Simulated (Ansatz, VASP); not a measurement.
## One calculation of SiC8, two programs

Contents of INCAR:

```
PREC = Accurate ; ENCUT = 520
EDIFF = 1E-6 ; ISMEAR = 0
SIGMA = 0.1 ; LREAL = F
LASPH = T ; NELM = 150
ALGO = Normal ; ISIF = 2
LWAVE = F ; LCHARG = F
ISPIN = 2 ; MAGMOM = 0 0 0 0 0 0 0 0 2
LORBIT = 11 ; LDIPOL = T
IDIPOL = 3 ; DIPOL = 0.5 0.5 0.250
GGA = PE ; IVDW = 12
NBANDS = 32
```

The input KPOINTS:

```
Automatic mesh
0
Gamma
  6 6 1
```

POSCAR

```
SiC8
1.0
    4.9313048819      0.0000000000      0.0000000000
   -2.4656524409      4.2706353015      0.0000000000
    0.0000000000      0.0000000000     17.4000331942
C Si
8 1
Direct
    0.3333333333      0.1666666667      0.2298865266
    0.3333333333      0.6666666667      0.2298865266
    0.8333333333      0.1666666667      0.2298865266
    0.8333333333      0.6666666667      0.2298865266
    0.1666666667      0.3333333333      0.2298846189
    0.1666666667      0.8333333333      0.2298846189
    0.6666666667      0.3333333333      0.2298846189
    0.6666666667      0.8333333333      0.2298846189
    0.3333333333      0.4166666667      0.4080471063
```

Input for Ansatz:

```yaml
crystal:
  lattice:
    - [4.9313048819, 0.0, 0.0]
    - [-2.4656524409, 4.2706353015, 0.0]
    - [0.0, 0.0, 17.4000331942]
  atoms:
    - { symbol: C, position: [0.3333333333, 0.1666666667, 0.2298865266] }
    - { symbol: C, position: [0.3333333333, 0.6666666667, 0.2298865266] }
    - { symbol: C, position: [0.8333333333, 0.1666666667, 0.2298865266] }
    - { symbol: C, position: [0.8333333333, 0.6666666667, 0.2298865266] }
    - { symbol: C, position: [0.1666666667, 0.3333333333, 0.2298846189] }
    - { symbol: C, position: [0.1666666667, 0.8333333333, 0.2298846189] }
    - { symbol: C, position: [0.6666666667, 0.3333333333, 0.2298846189] }
    - { symbol: C, position: [0.6666666667, 0.8333333333, 0.2298846189] }
    - { symbol: Si, position: [0.3333333333, 0.4166666667, 0.4080471063], spin: 2.0 }
basis:
  ecutwfc: 420
kpoints:
  mp_grid: { grid: [6, 6, 1] }
hamiltonian:
  xc: pbe
  pseudopotentials: { kind: paw, azcp: { folder: soft_1 } }
  dispersion: d3bj
scf:
  occupations: { method: gaussian, width: 0.1 }
output:
  forces: true
  eigenvalues: true
  populations: true
magnetization:
  spin_polarized: true
efield:
  axis: 3
  dipole_correction: true
  ramp_width: 0.04
```

Alike in both runs: task single point; functional PBE; dispersion D3(BJ); k mesh 6 × 6 × 1; occupations gaussian, width 0.1 eV; collinear spin.

|  | VASP | Ansatz |
| --- | --- | --- |
| version | VASP 6.6.1 | Ansatz 0.2.0 |
| potentials or method | VASP PAW PBE potentials, release 64 (C, Si), cutoff 520 eV | scalar-relativistic, plane waves, PAW |
| valence electrons in the cell | 36 | 36 |

|  | VASP | Ansatz | Ansatz less VASP |
| --- | --- | --- | --- |
| gap on the k mesh at the Fermi level (eV) | none | none | - |
| rms of the force components (eV/Å) | 0.077 | 0.076 | -0.0007 |
| net moment per atom (μB) | 0.21 | 0.21 | 0.000 |
| size of the moment on the site where the two differ most (μB) | 0.54 | 1.06 | +0.520 |

Site moments also hang on the region over which each program counts them. Atom by atom the forces differ by 0.001 eV/Å (rms over components). A gap of «none» marks a metal or a gap that the smearing closes.
